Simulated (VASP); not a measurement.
# PtSe (F-43m) in VASP: further runs

Aim: see how the results for PtSe move with the level of theory and the settings. Levels: r2SCAN+D4, r2SCAN+rVV10. Tasks: relaxation of cell and atoms.

Program: VASP 6.6.1. These are calculated values, not measurements. Logs are shortened: lines on timing, memory, paths and dates and some standing lists are left out, and cuts for length are marked.

## 1. The cell of the first run

The structure is cubic, space group F-43m (No. 216). The conventional cell has a = 6.075 Å, b = 6.075 Å, c = 6.075 Å, α = 90.00°, β = 90.00°, γ = 90.00°. Pt (site symmetry -43m) has 4 Se at 2.63 Å within 3.5 Å. Within 3.5 Å of Se (site symmetry -43m) lie 4 Pt at 2.63 Å.

## 2. Relaxation of cell and atoms, r2SCAN+D4

File POSCAR:

```
PtSe
1.0
    0.0000000000      3.0374472300      3.0374472300
    3.0374472300      0.0000000000      3.0374472300
    3.0374472300      3.0374472300      0.0000000000
Pt Se
1 1
Direct
    0.0000000000      0.0000000000      0.0000000000
    0.2500000000      0.2500000000      0.2500000000
```

File INCAR.step1:

```
SYSTEM = PtSe
ALGO = Normal ; EDIFF = 1E-4
ENCUT = 600 ; GGA = PE
ISMEAR = -1 ; LASPH = .True.
LCHARG = .False. ; LREAL = .False.
LWAVE = .True. ; NELM = 80
PREC = Accurate ; SIGMA = 0.05
```

File INCAR.step2:

```
SYSTEM = PtSe
ALGO = Normal ; EDIFF = 1E-6
EDIFFG = -0.01 ; ENCUT = 600
IBRION = 2 ; ISIF = 3
ISMEAR = -1 ; ISTART = 1
IVDW = 13 ; LASPH = .True.
LCHARG = .False. ; LMIXTAU = .True.
LREAL = .False. ; LWAVE = .False.
METAGGA = R2SCAN ; NELM = 80
NSW = 60 ; PREC = Accurate
SIGMA = 0.05 ; VDW_A1 = 0.51559235
VDW_A2 = 5.77342911 ; VDW_S6 = 1.0
VDW_S8 = 0.6018749
```

File KPOINTS:

```
k-points
0
Gamma
  8 8 8
  0 0 0
```

Potentials or basis: VASP PAW PBE potentials, release 64 (Pt, Se).

Started as:

```sh
cat potpaw_PBE.64/Pt/POTCAR potpaw_PBE.64/Se/POTCAR > POTCAR
cp INCAR.step1 INCAR
mpirun -np 1 vasp_std > vasp.out
cp INCAR.step2 INCAR
mpirun -np 1 vasp_std > vasp.out
```

OUTCAR:

```text
SYSTEM = PtSe
   EDIFF = 1E-6
   EDIFFG = -0.01
   ENCUT = 600
   IBRION = 2
   ISIF = 3
   ISMEAR = -1
   ISTART = 1
   IVDW = 13
   LASPH = .True.
   LREAL = .False.
   METAGGA = R2SCAN
   NELM = 80
   NSW = 60
   PREC = Accurate

 ion  position               nearest neighbor table
   1  0.000  0.000  0.000-   2 2.63   2 2.63   2 2.63   2 2.63
   2  0.250  0.250  0.250-   1 2.63   1 2.63   1 2.63   1 2.63

  LATTYP: Found a face centered cubic cell.
 ALAT       =     6.0748944600

  Lattice vectors:

 A1 = (   0.0000000000,   3.0374472300,   3.0374472300)
 A2 = (   3.0374472300,   0.0000000000,   3.0374472300)
 A3 = (   3.0374472300,   3.0374472300,   0.0000000000)

Analysis of symmetry for initial positions (statically):
=====================================================================
 Subroutine PRICEL returns:
 Original cell was already a primitive cell.

 Routine SETGRP: Setting up the symmetry group for a
 face centered cubic supercell.

 Subroutine GETGRP returns: Found 24 space group operations
 (whereof 24 operations were pure point group operations)
 out of a pool of 48 trial point group operations.

The static configuration has the point symmetry T_d .

Analysis of symmetry for dynamics (positions and initial velocities):
=====================================================================
 Subroutine PRICEL returns:
 Original cell was already a primitive cell.

 Routine SETGRP: Setting up the symmetry group for a
 face centered cubic supercell.

 Subroutine GETGRP returns: Found 24 space group operations
 (whereof 24 operations were pure point group operations)
 out of a pool of 48 trial point group operations.

The dynamic configuration has the point symmetry T_d .

 Subroutine INISYM returns: Found 24 space group operations
 (whereof 24 operations are pure point group operations),
 and found     1 'primitive' translations

----------------------------------------------------------------------------------------

                                     Primitive cell

  volume of cell :      56.0475

  direct lattice vectors                    reciprocal lattice vectors
     0.000000000  3.037447230  3.037447230    -0.164611913  0.164611913  0.164611913
     3.037447230  0.000000000  3.037447230     0.164611913 -0.164611913  0.164611913
     3.037447230  3.037447230  0.000000000     0.164611913  0.164611913 -0.164611913

  length of vectors
     4.295599068  4.295599068  4.295599068     0.285116197  0.285116197  0.285116197

  position of ions in fractional coordinates (direct lattice)
     0.000000000  0.000000000  0.000000000
     0.250000000  0.250000000  0.250000000

  ion indices of the primitive-cell ions
   primitive index   ion index
                 1           1
                 2           2

----------------------------------------------------------------------------------------

 KPOINTS: k-points

Automatic generation of k-mesh.
 Grid dimensions read from file:
 generate k-points for:    8    8    8

 Generating k-lattice:

  Cartesian coordinates                     Fractional coordinates (reciprocal lattice)
    -0.020576489  0.020576489  0.020576489     0.125000000  0.000000000  0.000000000
     0.020576489 -0.020576489  0.020576489     0.000000000  0.125000000  0.000000000
     0.020576489  0.020576489 -0.020576489     0.000000000  0.000000000  0.125000000

  Length of vectors
     0.035639525  0.035639525  0.035639525

  Shift w.r.t. Gamma in fractional coordinates (k-lattice)
     0.000000000  0.000000000  0.000000000

 Subroutine IBZKPT returns following result:
 ===========================================

 Found     29 irreducible k-points:

 Following reciprocal coordinates:
            Coordinates               Weight
  0.000000  0.000000  0.000000      1.000000
  0.125000  0.000000  0.000000      8.000000
  0.250000  0.000000  0.000000      8.000000
  0.375000  0.000000  0.000000      8.000000
  0.500000  0.000000  0.000000      4.000000
  0.125000  0.125000  0.000000      6.000000
[... 16 lines left out ...]
  0.500000  0.250000  0.125000     48.000000
 -0.375000  0.250000  0.125000     24.000000
 [... further k-points ...]
   k-points           NKPTS =     29   k-points in BZ     NKDIM =     29   number of bands    NBANDS=     12
   number of dos      NEDOS =    301   number of ions     NIONS =      2
   total plane-waves  NPLWV =  46656
   dimension x,y,z NGX =    36 NGY =   36 NGZ =   36
   dimension x,y,z NGXF=    72 NGYF=   72 NGZF=   72
   ions per type =               1   1
   NGX,Y,Z   is equivalent  to a cutoff of  13.93, 13.93, 13.93 a.u.
   NGXF,Y,Z  is equivalent  to a cutoff of  27.87, 27.87, 27.87 a.u.
 SYSTEM =  PtSe
   PREC   = accura    normal or accurate (medium, high low for compatibility)
   ISTART =      1    job   : 0-new  1-cont  2-samecut
   ICHARG =      0    charge: 1-file 2-atom 10-const
   ISPIN  =      1    spin polarized calculation?
   LNONCOLLINEAR =      F non collinear calculations
   LSORBIT =      F    spin-orbit coupling
   LASPH  =      T    aspherical Exc in radial PAW
   ENCUT  =  600.0 eV  44.10 Ry    6.64 a.u.   8.58  8.58  8.58*2*pi/ulx,y,z
   NELM   =     80;   NELMIN=  2; NELMDL=  0     # of ELM steps
   EDIFF  = 0.1E-05   stopping-criterion for ELM
   LREAL  =      F    real-space projection
   EDIFFG = -.1E-01   stopping-criterion for IOM
   NSW    =     60    number of steps for IOM
   IBRION =      2    ionic relax: 0-MD 1-quasi-New 2-CG
   NFREE  =      1    steps in history (QN), initial steepest desc. (CG)
   ISIF   =      3    stress and relaxation
   ISYM   =      2    0-nonsym 1-usesym 2-fastsym
   POTIM  = 0.5000    time-step for ionic-motion
   TEBEG  =    0.0;   TEEND  =   0.0 temperature during run
   PSTRESS=    0.0 pullay stress
   NELECT =      16.0000    total number of electrons
   NUPDOWN=      -1.0000    fix difference up-down
   EMIN   =  10.00;   EMAX   =-10.00  energy-range for DOS
   EFERMI =   0.00;   METHOD = LEGACY
   ISMEAR =    -1;   SIGMA  =   0.05  broadening in eV -4-tet -1-fermi 0-gaus
   EFERMI_NEDOS =   21; number of points for ismear=-14 and -15
   IALGO  =     38    algorithm
   IMIX   =      4    mixing-type and parameters
     AMIX     =   0.40;   BMIX     =  1.00
     AMIX_MAG =   1.60;   BMIX_MAG =  1.00
  volume/ion in A,a.u.               =      28.02       189.11
  Fermi-wavevector in a.u.,A,eV,Ry     =   1.077944  2.037018 15.809462  1.161963
  Thomas-Fermi vector in A             =   2.213869
   LORBIT       =      0    0 simple, 1 ext, 2 COOP (PROOUT), +10 PAW based schemes
   METAGGA = R2SCAN    functional components
   LHFCALC =     F    Hartree Fock is set to
   AEXX    =    0.0000 exact exchange contribution
   IVDW    =    13    specifies the selected vdW correction
   LEPSILON=     F    determine dielectric tensor
   LRPA    =     F    only Hartree local field effects (RPA)
 conjugate gradient relaxation of ions
 non-spin polarized calculation
  energy-cutoff  :      600.00
  volume of cell :       56.05
 maximum number of plane-waves:      1895
 NGX is ok and might be reduce to    36
   NGX = 17   NGY = 17   NGZ = 17

--------------------------------------- Ionic step        1  -------------------------------------------

 number of electron      15.9999999 magnetization

 Free energy of the ion-electron system (eV)
  ---------------------------------------------------
  ext. energy  EPLUGINS =         0.00000000
  ---------------------------------------------------
  free energy    TOTEN  =       -65.19165419 eV

  energy without entropy =      -65.17006695  energy(sigma->0) =      -65.18086057

 E-fermi :   2.7689     XC(G=0):  -9.7338

 val. band max:        2.7634164856   @ k =  -0.2500   0.3750   0.1250
 cond. band min:       2.8930980002   @ k =  -0.3750   0.2500   0.1250
 fundamental gap:      0.1296815146
 Fermi energy:         2.7688542504

 k-point     1 :       0.0000    0.0000    0.0000
  band No.  band energies     occupation
      1     -11.4015      2.00000
      2      -1.7812      2.00000
      3      -1.7812      2.00000
      4      -1.7812      2.00000
      5       0.5307      2.00000
      6       0.5307      2.00000
      7       3.3781      0.00001
      8       4.5145      0.00000
      9       4.5145      0.00000
     10       4.5145      0.00000
     11       9.7266      0.00000
     12       9.7266      0.00000
[... 331 lines left out ...]
 k-point    24 :      -0.3750    0.2500    0.1250
  band No.  band energies     occupation
      1     -10.8777      2.00000
      2      -2.1388      2.00000
      3      -1.6453      2.00000
      4      -1.2889      2.00000
      5       0.4483      2.00000
      6       0.6265      2.00000
      7       1.0315      2.00000
      8       2.2250      1.99996
      9       2.8931      0.15385
     10       6.8946      0.00000
     11       9.4236      0.00000
     12      10.2879      0.00000

 [... further k-points ...]

------------------------ aborting loop because EDIFF is reached ----------------------------------------

  DFT-D4 for vdW energy calculation

  Edisp (eV):   -0.27745

  FORCE on cell =-STRESS in cart. coord.  units (eV):
  Direction    XX          YY          ZZ          XY          YZ          ZX
  --------------------------------------------------------------------------------------
  -------------------------------------------------------------------------------------
  Total      -4.97030    -4.97030    -4.97030    -0.00000     0.00000     0.00000
  in kB    -142.08123  -142.08123  -142.08123    -0.00000     0.00000     0.00000
  external pressure =     -142.08 kB  Pullay stress =        0.00 kB
[... 221 lines left out ...]
  energy  without entropy=      -66.1030684180  energy(sigma->0) =      -66.11164304

--------------------------------------- Ionic step        7  -------------------------------------------

 number of electron      16.0000000 magnetization

 Free energy of the ion-electron system (eV)
  ---------------------------------------------------
  ext. energy  EPLUGINS =         0.00000000
  ---------------------------------------------------
  free energy    TOTEN  =       -65.77945711 eV

  energy without entropy =      -65.76232663  energy(sigma->0) =      -65.77089187

 E-fermi :   5.3419     XC(G=0): -10.9399

 val. band max:        5.3167698904   @ k =   0.2500   0.2500   0.0000
 cond. band min:       5.4624548225   @ k =  -0.3750   0.2500   0.1250
 fundamental gap:      0.1456849321
 Fermi energy:         5.3418951615

 k-point     1 :       0.0000    0.0000    0.0000
  band No.  band energies     occupation
      1     -10.2744      2.00000
      2      -0.7155      2.00000
      3      -0.7155      2.00000
      4      -0.7155      2.00000
      5       2.1710      2.00000
      6       2.1710      2.00000
      7       6.5027      0.00000
      8       7.8745      0.00000
      9       7.8745      0.00000
     10       7.8745      0.00000
     11      12.4259      0.00000
     12      12.4259      0.00000
[... 331 lines left out ...]
 k-point    24 :      -0.3750    0.2500    0.1250
  band No.  band energies     occupation
      1      -9.3672      2.00000
      2      -0.9742      2.00000
      3      -0.5352      2.00000
      4      -0.0076      2.00000
      5       2.0239      2.00000
      6       2.3212      2.00000
      7       2.9082      2.00000
      8       4.6056      2.00000
      9       5.4625      0.16465
     10      10.2860      0.00000
     11      12.3824      0.00000
     12      13.6087      0.00000

 [... further k-points ...]

------------------------ aborting loop because EDIFF is reached ----------------------------------------

  DFT-D4 for vdW energy calculation

  Edisp (eV):   -0.34105

  FORCE on cell =-STRESS in cart. coord.  units (eV):
  Direction    XX          YY          ZZ          XY          YZ          ZX
  --------------------------------------------------------------------------------------
  -------------------------------------------------------------------------------------
  Total      -0.00978    -0.00978    -0.00978     0.00000     0.00000     0.00000
  in kB      -0.35217    -0.35217    -0.35217     0.00000     0.00000     0.00000
  external pressure =       -0.35 kB  Pullay stress =        0.00 kB
[... 17 lines left out ...]
  FREE ENERGIE OF THE ION-ELECTRON SYSTEM (eV)
  ---------------------------------------------------
  free  energy   TOTEN  =       -66.1205120474 eV

  energy  without entropy=      -66.1033815661  energy(sigma->0) =      -66.11194681

 reached required accuracy - stopping structural energy minimisation
```

Run time: 4.5 min. Hardware: 1 thread of Intel Xeon 6975P-C (Granite Rapids), shared host; peak memory 0.24 GiB.

Results:

```
Free energy                            : -66.1205 eV
Relaxed volume                         : 22.25 Å³/atom
Relaxed cell                           : a = 3.978 Å, b = 3.978 Å, c = 3.978 Å, α = 60.00°, β = 60.00°, γ = 60.00°
Space group after relaxing (to 0.05 Å) : F-43m (No. 216)
Energy gained by relaxing              : 325.7 meV/atom
Ionic steps                            : 7
Pressure after relaxing                : 0.0 GPa
Band gap on the k mesh                 : zero (band 8 reaches 7.87 eV, above the bottom of band 9 at 3.91 eV)
Dispersion energy per atom             : -0.171 eV
```

Step by step:
| step | energy change (eV) | largest force (eV/Å) | pressure (GPa) | volume (Å³) |
| --- | --- | --- | --- | --- |
| 1 | 0.0000 | 0.0000 | -14.21 | 56.05 |
| 2 | -0.2319 | 0.0000 | 25.04 | 38.21 |
| 3 | -0.6510 | 0.0000 | -0.59 | 44.73 |
| 4 | -0.6514 | 0.0000 | -0.08 | 44.52 |
| 5 | -0.6511 | 0.0000 | 0.46 | 44.30 |
| 6 | -0.6511 | 0.0000 | -0.47 | 44.68 |
| 7 | -0.6514 | 0.0000 | -0.04 | 44.50 |

Final structure:
```
CELL_PARAMETERS angstrom
0.00000 2.81258 2.81258
2.81258 0.00000 2.81258
2.81258 2.81258 0.00000
ATOMIC_POSITIONS crystal
Pt 0.00000 0.00000 0.00000
Se 0.25000 0.25000 0.25000
```

Levels at points of the mesh, in eV from the Fermi level:
```tsv
k point	band 6	band 7	band 8	band 9	band 10	band 11
(0.00, 0.00, 0.00)	-3.17	1.16	2.53	2.53	2.53	7.08
(0.50, 0.00, 0.00)	-2.97	-2.67	0.66	0.66	3.20	8.35
(0.50, 0.50, 0.00)	-2.73	-2.68	-1.43	-1.43	4.94	5.52
```

Caveat: the volume moved by over 15 % at a fixed basis, so the end points are rough; the PAW data sets were made with another functional, which shifts forces and pressure a little; spin-orbit coupling is left out, which moves the levels of the heavy elements; pairwise dispersion overbinds metals, which lowers pressure and volume.

(Continued in part 2 of 2.)
